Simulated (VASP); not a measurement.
AgCl: single point with r2SCAN

AgCl:

```
CELL_PARAMETERS angstrom
0.00000 2.77315 2.88408
2.77315 0.00000 2.88408
2.77315 2.77315 0.00000
ATOMIC_POSITIONS crystal
Ag 0.50000 0.50000 0.50000
Cl 0.00000 0.00000 0.00000
```

This cell differs from its parent crystal: strain +0.000 along x and y, +0.040 along z.

- Program: VASP 6.6.1
- Task: single point
- Functional: r2SCAN
- Potentials or basis: VASP PAW PBE potentials, release 64 (Ag, Cl)
- Cutoff: 550 eV
- k mesh: 8 × 8 × 8
- Occupations: gaussian, width 0.05 eV
- Spin: no spin polarisation

The pressure is -1.8 GPa and the band gap on the k mesh is 1.31 eV (least direct gap 3.57 eV).

Stress tensor (GPa, compression positive):
```
-1.53  0.00  0.00
 0.00 -1.53  0.00
 0.00  0.00 -2.23
```

Levels at points of the mesh, in eV from the valence-band top:
| k point | band 7 | band 8 | band 9 | band 10 | band 11 | band 12 |
| --- | --- | --- | --- | --- | --- | --- |
| (0.00, 0.00, 0.00) | -2.36 | -2.36 | -2.34 | 1.31 | 11.16 | 11.27 |
| (0.50, 0.00, 0.00) | -1.78 | -0.25 | 0.00 | 4.67 | 6.84 | 8.04 |
| (0.50, 0.50, 0.00) | -1.98 | -1.98 | -1.90 | 2.90 | 8.44 | 8.71 |
| (0.50, 0.00, 0.50) | -2.00 | -1.96 | -1.88 | 2.86 | 8.20 | 9.10 |

It took 2.8 min on 1 thread of AMD EPYC 9R14 (Zen 4), on a shared host, peak memory 0.17 GiB.

Caveat: the cell differs from its parent crystal (strain +0.000 along x and y, +0.040 along z); the PAW data sets were made with another functional, which shifts forces and pressure a little. A k mesh can miss the band edges.
